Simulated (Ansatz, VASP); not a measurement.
## Al: VASP beside Ansatz

File INCAR:

```
SYSTEM = Al
PREC = Accurate ; ENCUT = 520
EDIFF = 1E-6 ; ISMEAR = 0
SIGMA = 0.15 ; LREAL = .False.
LASPH = .True. ; NELM = 60
ALGO = Normal ; ISIF = 2
LWAVE = .False. ; LCHARG = .False.
GGA = PE ; NBANDS = 8
```

The input KPOINTS:

```
regular mesh
0
Gamma
  20 20 20
  0 0 0
```

Contents of POSCAR:

```
Al
1.0
    0.0000000000      2.0846994000      2.0239800000
    2.0846994000      0.0000000000      2.0239800000
    2.0846994000      2.0846994000      0.0000000000
Al
1
Direct
    0.0000000000      0.0000000000      0.0000000000
```

Input for Ansatz:

```yaml
crystal:
  lattice:
    - [0.0, 2.0846994, 2.02398]
    - [2.0846994, 0.0, 2.02398]
    - [2.0846994, 2.0846994, 0.0]
  atoms:
    - { symbol: Al, position: [0.0, 0.0, 0.0] }
basis:
  ecutwfc: 420
kpoints:
  mp_grid: { grid: [20, 20, 20] }
hamiltonian:
  xc: pbe
scf:
  occupations: { method: gaussian, width: 0.15 }
output:
  forces: true
  stress: true
  eigenvalues: true
  write_density: true
  write_potential: true
  elf: true
  volumetric_format: npy
```

Change from the starting cell: strain +0.030 along x and y, +0.000 along z, atoms carried along.

Alike in both runs: task single point; functional PBE; k mesh 20 × 20 × 20; occupations gaussian, width 0.15 eV; no spin polarisation.

|  | VASP | Ansatz |
| --- | --- | --- |
| version | VASP 6.6.1 | Ansatz 0.2.0 |
| potentials or method | VASP PAW PBE potentials, release 64 (Al), cutoff 520 eV | scalar-relativistic, plane waves, PAW |
| valence electrons in the cell | 3 | 3 |

|  | VASP | Ansatz | Ansatz less VASP |
| --- | --- | --- | --- |
| gap on the k mesh at the Fermi level (eV) | none | none | - |
| pressure (GPa) | -4.3 | -4.2 | +0.03 |
| traceless stress, the component that is largest in VASP (GPa) | 0.41 | 0.42 | +0.006 |

A gap of «none» marks a metal or a gap that the smearing closes. With one functional, cell and mesh, what is left measures potentials, basis and numerics.
